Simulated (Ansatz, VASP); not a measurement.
## YRhC4N4 in VASP and in Ansatz

```
Y Rh C N
1.0
     6.46272    0.00000    0.00000
     0.00000    6.46272    0.00000
     0.00000    0.00000    6.46272
Y Rh C N
1 1 4 4
Direct
  0.00000 0.00000 0.00000
  0.50000 0.50000 0.50000
  0.21226 0.21226 0.21226
  0.21226 0.78774 0.78774
  0.78774 0.21226 0.78774
  0.78774 0.78774 0.21226
  0.31715 0.31715 0.31715
  0.31715 0.68285 0.68285
  0.68285 0.31715 0.68285
  0.68285 0.68285 0.31715
```

Alike in both runs: functional PBE; k mesh 4 × 4 × 4; occupations gaussian, width 0.1 eV; collinear spin.

Ansatz relaxed the structure, and its values are those at the end. VASP's run is a single point on that final structure, the one shown.

|  | VASP | Ansatz |
| --- | --- | --- |
| version | VASP 6.6.1 | Ansatz 0.2.0 |
| potentials or method | VASP PAW PBE potentials, release 64 (Y_sv, Rh_pv, C, N), cutoff 520 eV | scalar-relativistic, plane waves, PAW |
| valence electrons in the cell | 62 | 64 |

```tsv
	VASP	Ansatz	Ansatz less VASP
gap on the k mesh at the Fermi level (eV)	none	none	-
pressure (GPa)	0.4	0.2	-0.21
rms of the force components (eV/Å)	0.198	0.009	-0.1890
net moment per atom (μB)	0.20	0.20	0.000
size of the moment on the site where the two differ most (μB)	1.53	1.22	-0.307
```

Site moments also hang on the region over which each program counts them. A gap of «none» marks a metal or a gap that the smearing closes. One of these differences is far larger than is usual between the two programs; its cause wasn't traced. With one functional, cell and mesh, what is left measures potentials, basis and numerics. VASP's potentials hold 62 valence electrons a cell and Ansatz's 64, so a difference there can come from the potentials and not from the codes.

Noted on VASP's run: the standard files for N, O and F lose accuracy on very short bonds.
